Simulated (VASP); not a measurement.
# Lu (P6_3/mmc) in VASP: single point with r2SCAN

Aim: the single point of Lu with r2SCAN.

All numbers are computed with VASP 6.6.1; they aren't measurements. Logs are shortened: lines on timing, memory, paths and dates and some standing lists are left out, and cuts for length are marked.

### Step 1. The cell of the first run

It takes space group P6_3/mmc (No. 194, hexagonal). Conventional cell: a = 3.518 Å, b = 3.518 Å, c = 5.446 Å, α = 90.00°, β = 90.00°, γ = 120.00°. Lu (site symmetry -6m2) has 12 Lu at 3.40 to 3.52 Å within 4.5 Å.

### Step 2. Single point, r2SCAN

Input file POSCAR:

```
Lu
1.0
    3.5180521700      0.0000000000      0.0000000000
   -1.7590260900      3.0467225500      0.0000000000
    0.0000000000      0.0000000000      5.4460843400
Lu
2
Direct
    0.3333333300      0.6666666700      0.2500000000
    0.6666666700      0.3333333300      0.7500000000
```

Input file INCAR.step1:

```
SYSTEM = Lu
PREC     = Accurate       ! precision mode
ENCUT    = 520            ! plane-wave cutoff, eV
ISMEAR   = 0              ! smearing method
SIGMA    = 0.1            ! smearing width, eV
LREAL    = .False.        ! projectors in reciprocal space
LASPH    = .True.         ! aspherical terms in the spheres
NELM     = 80             ! most SCF steps
NBANDS   = 32             ! bands
GGA      = PE             ! functional
ALGO     = Normal         ! electronic algorithm
EDIFF    = 1E-4           ! SCF threshold, eV
LWAVE    = .True.         ! write WAVECAR
LCHARG   = .False.        ! write CHGCAR
```

Input file INCAR.step2:

```
SYSTEM = Lu
PREC     = Accurate       ! precision mode
ENCUT    = 520            ! plane-wave cutoff, eV
EDIFF    = 1E-6           ! SCF threshold, eV
ISMEAR   = 0              ! smearing method
SIGMA    = 0.1            ! smearing width, eV
LREAL    = .False.        ! projectors in reciprocal space
LASPH    = .True.         ! aspherical terms in the spheres
NELM     = 80             ! most SCF steps
ALGO     = Normal         ! electronic algorithm
ISIF     = 2              ! what is computed and relaxed
LWAVE    = .False.        ! write WAVECAR
LCHARG   = .False.        ! write CHGCAR
METAGGA  = R2SCAN         ! meta-GGA
LMIXTAU  = .True.       
NBANDS   = 32             ! bands
ISTART   = 1
```

Input file KPOINTS:

```
regular mesh
0
Gamma
  6 6 4
  0 0 0
```

Potentials or basis: VASP PAW PBE potentials, release 64 (Lu).

Run with:

```sh
cat potpaw_PBE.64/Lu/POTCAR > POTCAR
cp INCAR.step1 INCAR
mpirun -np 1 vasp_std > vasp.out
cp INCAR.step2 INCAR
mpirun -np 1 vasp_std > vasp.out
```

OUTCAR:

```text
SYSTEM = Lu
   PREC = Accurate
   ENCUT = 520
   EDIFF = 1E-6
   ISMEAR = 0
   LREAL = .False.
   LASPH = .True.
   NELM = 80
   ISIF = 2
   METAGGA = R2SCAN
   ISTART = 1

 ion  position               nearest neighbor table
   1  0.333  0.667  0.250-   2 3.40   2 3.40   2 3.40   2 3.40   2 3.40   2 3.40
   2  0.667  0.333  0.750-   1 3.40   1 3.40   1 3.40   1 3.40   1 3.40   1 3.40

  LATTYP: Found a hexagonal cell.
 ALAT       =     3.5180521700
 C/A-ratio  =     1.5480396756

  Lattice vectors:

 A1 = (   3.5180521700,   0.0000000000,   0.0000000000)
 A2 = (  -1.7590260900,   3.0467225500,   0.0000000000)
 A3 = (   0.0000000000,   0.0000000000,   5.4460843400)

Analysis of symmetry for initial positions (statically):
=====================================================================
 Subroutine PRICEL returns:
 Original cell was already a primitive cell.

 Routine SETGRP: Setting up the symmetry group for a
 hexagonal supercell.

 Subroutine GETGRP returns: Found 24 space group operations
 (whereof 12 operations were pure point group operations)
 out of a pool of 24 trial point group operations.

The static configuration has the point symmetry D_3d.
 The point group associated with its full space group is D_6h.

Analysis of symmetry for dynamics (positions and initial velocities):
=====================================================================
 Subroutine PRICEL returns:
 Original cell was already a primitive cell.

 Routine SETGRP: Setting up the symmetry group for a
 hexagonal supercell.

 Subroutine GETGRP returns: Found 24 space group operations
 (whereof 12 operations were pure point group operations)
 out of a pool of 24 trial point group operations.

The dynamic configuration has the point symmetry D_3d.
 The point group associated with its full space group is D_6h.

 Subroutine INISYM returns: Found 24 space group operations
 (whereof 12 operations are pure point group operations),
 and found     1 'primitive' translations

----------------------------------------------------------------------------------------

                                     Primitive cell

  volume of cell :      58.3740

  direct lattice vectors                    reciprocal lattice vectors
     3.518052170  0.000000000  0.000000000     0.284248201  0.164110776  0.000000000
    -1.759026090  3.046722550  0.000000000     0.000000000  0.328221551  0.000000000
     0.000000000  0.000000000  5.446084340     0.000000000  0.000000000  0.183618163

  length of vectors
     3.518052170  3.518052172  5.446084340     0.328221551  0.328221551  0.183618163

  position of ions in fractional coordinates (direct lattice)
     0.333333330  0.666666670  0.250000000
     0.666666670  0.333333330  0.750000000

  ion indices of the primitive-cell ions
   primitive index   ion index
                 1           1
                 2           2

----------------------------------------------------------------------------------------

 KPOINTS: regular mesh

Automatic generation of k-mesh.
 Grid dimensions read from file:
 generate k-points for:    6    6    4

 Generating k-lattice:

  Cartesian coordinates                     Fractional coordinates (reciprocal lattice)
     0.047374700  0.027351796  0.000000000     0.166666667  0.000000000  0.000000000
     0.000000000  0.054703592  0.000000000     0.000000000  0.166666667  0.000000000
     0.000000000  0.000000000  0.045904541     0.000000000  0.000000000  0.250000000

  Length of vectors
     0.054703592  0.054703592  0.045904541

  Shift w.r.t. Gamma in fractional coordinates (k-lattice)
     0.000000000  0.000000000  0.000000000

 Subroutine IBZKPT returns following result:
 ===========================================

 Found     21 irreducible k-points:

 Following reciprocal coordinates:
            Coordinates               Weight
  0.000000  0.000000  0.000000      1.000000
  0.166667 -0.000000  0.000000      6.000000
  0.333333  0.000000  0.000000      6.000000
  0.500000  0.000000  0.000000      3.000000
  0.166667  0.166667  0.000000      6.000000
  0.333333  0.166667  0.000000     12.000000
[... 13 lines left out ...]
  0.333333  0.166667  0.500000     12.000000
  0.333333  0.333333  0.500000      2.000000
   k-points           NKPTS =     21   k-points in BZ     NKDIM =     21   number of bands    NBANDS=     32
   number of dos      NEDOS =    301   number of ions     NIONS =      2
   total plane-waves  NPLWV =  32928
   dimension x,y,z NGX =    28 NGY =   28 NGZ =   42
   dimension x,y,z NGXF=    56 NGYF=   56 NGZF=   84
   ions per type =               2
   NGX,Y,Z   is equivalent  to a cutoff of  13.23, 13.23, 12.82 a.u.
   NGXF,Y,Z  is equivalent  to a cutoff of  26.46, 26.46, 25.64 a.u.
 SYSTEM =  Lu
   PREC   = accura    normal or accurate (medium, high low for compatibility)
   ISTART =      1    job   : 0-new  1-cont  2-samecut
   ICHARG =      0    charge: 1-file 2-atom 10-const
   ISPIN  =      1    spin polarized calculation?
   LNONCOLLINEAR =      F non collinear calculations
   LSORBIT =      F    spin-orbit coupling
   LASPH  =      T    aspherical Exc in radial PAW
   ENCUT  =  520.0 eV  38.22 Ry    6.18 a.u.   6.54  6.54 10.13*2*pi/ulx,y,z
   NELM   =     80;   NELMIN=  2; NELMDL=  0     # of ELM steps
   EDIFF  = 0.1E-05   stopping-criterion for ELM
   LREAL  =      F    real-space projection
   EDIFFG = 0.1E-04   stopping-criterion for IOM
   NSW    =      0    number of steps for IOM
   IBRION =     -1    ionic relax: 0-MD 1-quasi-New 2-CG
   NFREE  =      0    steps in history (QN), initial steepest desc. (CG)
   ISIF   =      2    stress and relaxation
   ISYM   =      2    0-nonsym 1-usesym 2-fastsym
   POTIM  = 0.5000    time-step for ionic-motion
   TEBEG  =    0.0;   TEEND  =   0.0 temperature during run
   PSTRESS=    0.0 pullay stress
   NELECT =      50.0000    total number of electrons
   NUPDOWN=      -1.0000    fix difference up-down
   EMIN   =  10.00;   EMAX   =-10.00  energy-range for DOS
   EFERMI =   0.00;   METHOD = LEGACY
   ISMEAR =     0;   SIGMA  =   0.10  broadening in eV -4-tet -1-fermi 0-gaus
   EFERMI_NEDOS =   21; number of points for ismear=-14 and -15
   IALGO  =     38    algorithm
   IMIX   =      4    mixing-type and parameters
     AMIX     =   0.40;   BMIX     =  1.00
     AMIX_MAG =   1.60;   BMIX_MAG =  1.00
  volume/ion in A,a.u.               =      29.19       196.96
  Fermi-wavevector in a.u.,A,eV,Ry     =   1.554742  2.938036 32.888309  2.417223
  Thomas-Fermi vector in A             =   2.658784
   LORBIT       =      0    0 simple, 1 ext, 2 COOP (PROOUT), +10 PAW based schemes
   METAGGA = R2SCAN    functional components
   LHFCALC =     F    Hartree Fock is set to
   AEXX    =    0.0000 exact exchange contribution
   IVDW    =     0    specifies the selected vdW correction
   LEPSILON=     F    determine dielectric tensor
   LRPA    =     F    only Hartree local field effects (RPA)
 non-spin polarized calculation
 Gauss-broadening in eV      SIGMA  =   0.10
  energy-cutoff  :      520.00
  volume of cell :       58.37
 maximum number of plane-waves:      1604
 NGX is ok and might be reduce to    28
   NGX = 13   NGY = 13   NGZ = 21

 number of electron      49.9999995 magnetization

 Free energy of the ion-electron system (eV)
  ---------------------------------------------------
  ext. energy  EPLUGINS =         0.00000000
  ---------------------------------------------------
  free energy    TOTEN  =       -76.14908670 eV

  energy without entropy =      -76.14191650  energy(sigma->0) =      -76.14550160

 E-fermi :   2.1574     XC(G=0): -11.5872

 val. band max:        2.0423319259   @ k =   0.3333   0.1667   0.2500
 cond. band min:       2.1790861428   @ k =   0.3333   0.0000   0.0000
 fundamental gap:      0.1367542169
 Fermi energy:         2.1574428597

 k-point     1 :       0.0000    0.0000    0.0000
  band No.  band energies     occupation
      1     -55.7283      2.00000
      2     -55.6888      2.00000
      3     -26.0275      2.00000
      4     -25.5882      2.00000
      5     -25.5882      2.00000
      6     -25.4999      2.00000
[... 24 lines left out ...]
     31       5.8926      0.00000
     32       5.8926      0.00000

 k-point     2 :       0.1667   -0.0000    0.0000
  band No.  band energies     occupation
      1     -55.7219      2.00000
      2     -55.6870      2.00000
      3     -25.9833      2.00000
      4     -25.6695      2.00000
      5     -25.6163      2.00000
      6     -25.5846      2.00000
[... 24 lines left out ...]
     31       5.9246      0.00000
     32       5.9933      0.00000

 k-point     3 :       0.3333    0.0000    0.0000
  band No.  band energies     occupation
      1     -55.7076      2.00000
      2     -55.6849      2.00000
      3     -25.8748      2.00000
      4     -25.8343      2.00000
      5     -25.7435      2.00000
      6     -25.6686      2.00000
[... 24 lines left out ...]
     31       7.2513      0.00000
     32       7.5616      0.00000

 k-point     4 :       0.5000    0.0000    0.0000
  band No.  band energies     occupation
      1     -55.6987      2.00000
      2     -55.6856      2.00000
      3     -25.9172      2.00000
      4     -25.8186      2.00000
      5     -25.7936      2.00000
      6     -25.6936      2.00000
[... 24 lines left out ...]
     31       9.1160      0.00000
     32       9.1722      0.00000

 k-point     5 :       0.1667    0.1667    0.0000
  band No.  band energies     occupation
      1     -55.7115      2.00000
      2     -55.6851      2.00000
      3     -25.9059      2.00000
      4     -25.7541      2.00000
      5     -25.7444      2.00000
      6     -25.6319      2.00000
[... 479 lines left out ...]
     31       8.8201      0.00000
     32       8.8217      0.00000

 k-point    19 :       0.1667    0.1667    0.5000
  band No.  band energies     occupation
      1     -55.6983      2.00000
      2     -55.6983      2.00000
      3     -25.8567      2.00000
      4     -25.8567      2.00000
      5     -25.6306      2.00000
      6     -25.6306      2.00000
[... 24 lines left out ...]
     31       7.6162      0.00000
     32       7.6162      0.00000

 k-point    20 :       0.3333    0.1667    0.5000
  band No.  band energies     occupation
      1     -55.6922      2.00000
      2     -55.6922      2.00000
      3     -25.9315      2.00000
      4     -25.9315      2.00000
      5     -25.6907      2.00000
      6     -25.6907      2.00000
[... 24 lines left out ...]
     31       8.2809      0.00000
     32       8.2809      0.00000

 k-point    21 :       0.3333    0.3333    0.5000
  band No.  band energies     occupation
      1     -55.6901      2.00000
      2     -55.6901      2.00000
      3     -25.9103      2.00000
      4     -25.9103      2.00000
      5     -25.7680      2.00000
      6     -25.7680      2.00000
[... 24 lines left out ...]
     31       7.7795      0.00000
     32       7.7795      0.00000

------------------------ aborting loop because EDIFF is reached ----------------------------------------

  FORCE on cell =-STRESS in cart. coord.  units (eV):
  Direction    XX          YY          ZZ          XY          YZ          ZX
  --------------------------------------------------------------------------------------
  -------------------------------------------------------------------------------------
  Total       -0.0646661     -0.0646661     -0.1530019      0.0000000     -0.0000000     -0.0000000
  in kB       -1.7748753     -1.7748753     -4.1994069      0.0000000     -0.0000000     -0.0000000
  external PRESSURE =      -2.5830525 kB  Pullay stress =       0.0000000 kB

 VOLUME and BASIS-vectors are now :
 -----------------------------------------------------------------------------
  energy-cutoff  :      520.00
  volume of cell :       58.37
      direct lattice vectors                 reciprocal lattice vectors
     3.518052170  0.000000000  0.000000000     0.284248201  0.164110776  0.000000000
    -1.759026090  3.046722550  0.000000000     0.000000000  0.328221551  0.000000000
     0.000000000  0.000000000  5.446084340     0.000000000  0.000000000  0.183618163

 POSITION                                       TOTAL-FORCE (eV/Angst)
 -----------------------------------------------------------------------------------
     -0.00000      2.03115      1.36152         0.000000     -0.000000      0.000000
      1.75903      1.01557      4.08456        -0.000000      0.000000      0.000000
 -----------------------------------------------------------------------------------
    total drift:                               -0.000014      0.000008     -0.000000

  FREE ENERGIE OF THE ION-ELECTRON SYSTEM (eV)
  ---------------------------------------------------
  free  energy   TOTEN  =       -76.1490866966 eV

  energy  without entropy=      -76.1419164964  energy(sigma->0) =      -76.14550160
```

It took 2.8 min on 1 thread of Intel Xeon 6975P-C, shared host; peak memory 0.21 GiB.

Results:

| Item | Value |
| --- | --- |
| Free energy | -76.1491 eV |
| Pressure | -0.3 GPa |
| Band gap on the k mesh | zero (band 25 reaches 3.55 eV, above the bottom of band 26 at 1.52 eV) |

Levels at points of the mesh, in eV from the Fermi level:
```tsv
k point	band 21	band 22	band 23	band 24	band 25	band 26	band 27	band 28	band 29	band 30
(0.00, 0.00, 0.00)	-5.07	-5.05	-5.05	-2.38	0.60	2.41	2.41	2.98	3.23	3.23
(0.50, 0.00, 0.00)	-5.07	-5.05	-2.40	-1.44	-0.83	-0.47	1.76	2.06	2.64	6.49
(0.00, 0.00, 0.50)	-5.05	-5.05	-4.53	-4.53	1.39	1.39	2.31	2.31	2.31	2.31
(0.50, 0.00, 0.50)	-5.07	-5.07	-2.12	-2.12	0.09	0.09	1.45	1.45	3.61	3.61
```

Caveat: the PAW data sets were made with another functional, which shifts forces and pressure a little; spin-orbit coupling is left out, which moves the levels of the heavy elements.
